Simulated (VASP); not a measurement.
# Al2O3 (Corundum) (R-3c) in VASP: further runs, part 2 of 2

VASP 6.6.1. Earlier steps stand in the parts before.

## (3) Relaxation of cell and atoms, r2SCAN

This run uses another cell than the first one, of 8.50 Å³/atom, 0.943 times its volume.

Contents of POSCAR:

```
Al2O3
1.0
    2.3794687078      1.3737868990      4.3317584910
   -2.3794687078      1.3737868990      4.3317584910
    0.0000000000     -2.7475737980      4.3317584909
Al O
4 6
Direct
    0.3519237653      0.3519237653      0.3519237653
    0.1480762347      0.1480762347      0.1480762347
    0.6480762347      0.6480762347      0.6480762347
    0.8519237653      0.8519237653      0.8519237653
    0.5563371803      0.9436628197      0.2500000000
    0.2500000000      0.5563371803      0.9436628197
    0.9436628197      0.2500000000      0.5563371803
    0.4436628197      0.0563371803      0.7500000000
    0.7500000000      0.4436628197      0.0563371803
    0.0563371803      0.7500000000      0.4436628197
```

Contents of INCAR.step1:

```
SYSTEM = Al2O3
  ALGO = Normal
  EDIFF = 1E-4
  ENCUT = 600
  GGA = PE
  ISMEAR = 0
  LASPH = .True.
  LCHARG = .False.
  LREAL = .False.
  LWAVE = .True.
  NELM = 100
  PREC = Accurate
  SIGMA = 0.01
```

Contents of INCAR.step2:

```
SYSTEM = Al2O3
  ALGO = Normal
  EDIFF = 1E-7
  EDIFFG = -0.001
  ENCUT = 600
  IBRION = 2
  ISIF = 3
  ISMEAR = 0
  ISTART = 1
  LASPH = .True.
  LCHARG = .False.
  LMIXTAU = .True.
  LREAL = .False.
  LWAVE = .False.
  METAGGA = R2SCAN
  NELM = 100
  NSW = 80
  PREC = Accurate
  SIGMA = 0.01
```

Contents of KPOINTS:

```
k-points
0
Gamma
  6 6 6
  0 0 0
```

Potentials or basis: VASP PAW PBE potentials, release 64 (Al, O).

Started as:

```bash
> cat potpaw_PBE.64/Al/POTCAR potpaw_PBE.64/O/POTCAR > POTCAR
> cp INCAR.step1 INCAR
> mpirun -np 1 vasp_std > vasp.out
> cp INCAR.step2 INCAR
> mpirun -np 1 vasp_std > vasp.out
```

OUTCAR:

```text
SYSTEM = Al2O3
   EDIFF = 1E-7
   EDIFFG = -0.001
   ENCUT = 600
   IBRION = 2
   ISIF = 3
   ISMEAR = 0
   ISTART = 1
   LASPH = .True.
   LREAL = .False.
   METAGGA = R2SCAN
   NELM = 100
   NSW = 80
   PREC = Accurate

 ion  position               nearest neighbor table
   1  0.352  0.352  0.352-  10 1.86   8 1.86   9 1.86   6 1.97   5 1.97   7 1.97   2 2.65   3 2.79
                             3 2.79   3 2.79   2 3.22   2 3.22   2 3.22
   2  0.148  0.148  0.148-   9 1.86   8 1.86  10 1.86   7 1.97   5 1.97   6 1.97   1 2.65   4 2.79
                             4 2.79   4 2.79   1 3.22   1 3.22   1 3.22
   3  0.648  0.648  0.648-   7 1.86   5 1.86   6 1.86   9 1.97   8 1.97  10 1.97   4 2.65   1 2.79
                             1 2.79   1 2.79   4 3.22   4 3.22   4 3.22
   4  0.852  0.852  0.852-   6 1.86   5 1.86   7 1.86  10 1.97   8 1.97   9 1.97   3 2.65   2 2.79
                             2 2.79   2 2.79   3 3.22   3 3.22   3 3.22
   5  0.556  0.944  0.250-   3 1.86   4 1.86   1 1.97   2 1.97
   6  0.250  0.556  0.944-   4 1.86   3 1.86   1 1.97   2 1.97
   7  0.944  0.250  0.556-   3 1.86   4 1.86   2 1.97   1 1.97
   8  0.444  0.056  0.750-   1 1.86   2 1.86   3 1.97   4 1.97
   9  0.750  0.444  0.056-   2 1.86   1 1.86   3 1.97   4 1.97
  10  0.056  0.750  0.444-   1 1.86   2 1.86   4 1.97   3 1.97

  LATTYP: Found a trigonal (rhomboedric) cell.
 ALAT       =     5.1296484675
 COS(alpha) =     0.5696569604

  Lattice vectors:
[... 206 lines left out ...]
  -------------------------------------------------------------------------------------
  Total       -0.4255008     -0.4255008     -0.4763472      0.0000000     -0.0000000      0.0000000
  in kB       -8.0240963     -8.0240963     -8.9829573      0.0000000     -0.0000000      0.0000000
  external PRESSURE =      -8.3437166 kB  Pullay stress =       0.0000000 kB
[... 295 lines left out ...]
--------------------------------------- Ionic step        8  -------------------------------------------

 number of electron      48.0000002 magnetization

 Free energy of the ion-electron system (eV)
  ---------------------------------------------------
  ext. energy  EPLUGINS =         0.00000000
  ---------------------------------------------------
  free energy    TOTEN  =       -96.29492921 eV

  energy without entropy =      -96.29492921  energy(sigma->0) =      -96.29492921

 E-fermi :   5.9088     XC(G=0): -12.2461

 val. band max:        5.7707591017   @ k =   0.0000   0.0000   0.0000
 cond. band min:      12.9705340456   @ k =   0.0000   0.0000   0.0000
 fundamental gap:      7.1997749439
 Fermi energy:         5.9087684473

 k-point     1 :       0.0000    0.0000    0.0000
  band No.  band energies     occupation
      1     -14.4576      2.00000
      2     -12.1542      2.00000
      3     -11.8768      2.00000
      4     -11.8768      2.00000
      5     -11.5658      2.00000
      6     -11.5658      2.00000
[... 781 lines left out ...]
     29      17.3968      0.00000
     30      18.0427      0.00000

 [... further k-points ...]

------------------------ aborting loop because EDIFF is reached ----------------------------------------

  FORCE on cell =-STRESS in cart. coord.  units (eV):
  Direction    XX          YY          ZZ          XY          YZ          ZX
  --------------------------------------------------------------------------------------
  -------------------------------------------------------------------------------------
  Total       -0.0052155     -0.0052155      0.0058757      0.0000000     -0.0000000     -0.0000000
  in kB       -0.0986693     -0.0986693      0.1111583      0.0000000     -0.0000000     -0.0000000
  external PRESSURE =      -0.0287268 kB  Pullay stress =       0.0000000 kB
[... 25 lines left out ...]
  FREE ENERGIE OF THE ION-ELECTRON SYSTEM (eV)
  ---------------------------------------------------
  free  energy   TOTEN  =       -96.2949292138 eV

  energy  without entropy=      -96.2949292138  energy(sigma->0) =      -96.29492921

 reached required accuracy - stopping structural energy minimisation
```

OSZICAR.step1:

```text
N       E                     dE             d eps       ncg     rms          rms(c)
DAV:   1     0.281616385341E+03    0.28162E+03   -0.28079E+04  1920   0.171E+03
DAV:   2    -0.677314389992E+02   -0.34935E+03   -0.33825E+03  2528   0.337E+02
DAV:   3    -0.826831549505E+02   -0.14952E+02   -0.14908E+02  2304   0.759E+01
DAV:   4    -0.828181167181E+02   -0.13496E+00   -0.13480E+00  2304   0.814E+00
DAV:   5    -0.828198927080E+02   -0.17760E-02   -0.17758E-02  2232   0.949E-01    0.176E+01
DAV:   6    -0.747249820653E+02    0.80949E+01   -0.35334E+01  2232   0.332E+01    0.604E+00
DAV:   7    -0.747464848384E+02   -0.21503E-01   -0.67373E-01  2240   0.470E+00    0.323E+00
DAV:   8    -0.747644149989E+02   -0.17930E-01   -0.66781E-02  2256   0.228E+00    0.686E-01
DAV:   9    -0.747699216310E+02   -0.55066E-02   -0.14244E-02  2292   0.795E-01    0.306E-01
DAV:  10    -0.747705307419E+02   -0.60911E-03   -0.85648E-04  2262   0.199E-01    0.642E-02
DAV:  11    -0.747704845077E+02    0.46234E-04   -0.44624E-04  2248   0.125E-01
   1 F= -.74770485E+02 E0= -.74770485E+02  d E =-.128428E-23
```

Run time: 15 min. Hardware: 1 thread of Intel Xeon 6975P-C (Granite Rapids), shared host; peak memory 0.31 GiB.

Results:

- Free energy: -96.2949 eV
- Relaxed volume: 8.47 Å³/atom
- Relaxed cell: a = 5.124 Å, b = 5.124 Å, c = 5.124 Å, α = 55.28°, β = 55.28°, γ = 55.28°
- Space group after relaxing (to 0.05 Å): R-3c (No. 167)
- Energy gained by relaxing: 0.1 meV/atom
- Ionic steps: 8
- Pressure after relaxing: 0.0 GPa
- Band gap on the k mesh: 7.20 eV, direct

Step by step:
```
step  energy change (eV)  largest force (eV/Å)  pressure (GPa)  volume (Å³)
   1              0.0000                0.0224           -0.83        84.96
   2             -0.0003                0.0121            0.83        84.42
   3             -0.0009                0.0111            0.11        84.65
   4             -0.0009                0.0122            0.01        84.68
   5             -0.0009                0.0120            0.03        84.67
   6             -0.0009                0.0011            0.02        84.68
   7             -0.0009                0.0013            0.02        84.68
   8             -0.0009                0.0008            0.00        84.69
```

Final structure:
```yaml
crystal:
  lattice:
    - [2.37708, 1.37241, 4.32662]
    - [-2.37708, 1.37241, 4.32662]
    - [0.00000, -2.74482, 4.32662]
  atoms:
    - { symbol: Al, position: [0.35183, 0.35183, 0.35183] }
    - { symbol: Al, position: [0.14817, 0.14817, 0.14817] }
    - { symbol: Al, position: [0.64817, 0.64817, 0.64817] }
    - { symbol: Al, position: [0.85183, 0.85183, 0.85183] }
    - { symbol: O, position: [0.55627, 0.94373, 0.25000] }
    - { symbol: O, position: [0.25000, 0.55627, 0.94373] }
    - { symbol: O, position: [0.94373, 0.25000, 0.55627] }
    - { symbol: O, position: [0.44373, 0.05627, 0.75000] }
    - { symbol: O, position: [0.75000, 0.44373, 0.05627] }
    - { symbol: O, position: [0.05627, 0.75000, 0.44373] }
```

Levels at points of the mesh, in eV from the valence-band top:
| k point | band 20 | band 21 | band 22 | band 23 | band 24 | band 25 | band 26 | band 27 | band 28 | band 29 |
| --- | --- | --- | --- | --- | --- | --- | --- | --- | --- | --- |
| (0.00, 0.00, 0.00) | -0.52 | -0.52 | -0.05 | -0.05 | 0.00 | 7.20 | 10.14 | 12.00 | 12.62 | 12.62 |
| (0.50, 0.00, 0.00) | -1.35 | -0.94 | -0.94 | -0.29 | -0.29 | 10.47 | 10.47 | 10.76 | 10.76 | 12.81 |
| (0.50, 0.50, 0.00) | -1.34 | -1.05 | -0.92 | -0.78 | -0.27 | 10.60 | 10.83 | 10.94 | 11.50 | 12.26 |
| (0.50, 0.50, 0.50) | -2.06 | -0.40 | -0.40 | -0.40 | -0.40 | 9.67 | 9.67 | 12.21 | 12.21 | 13.75 |

Caveat: the PAW data sets were made with another functional, which shifts forces and pressure a little. r2SCAN opens gaps a little over a GGA but as a rule still falls short of measured ones.
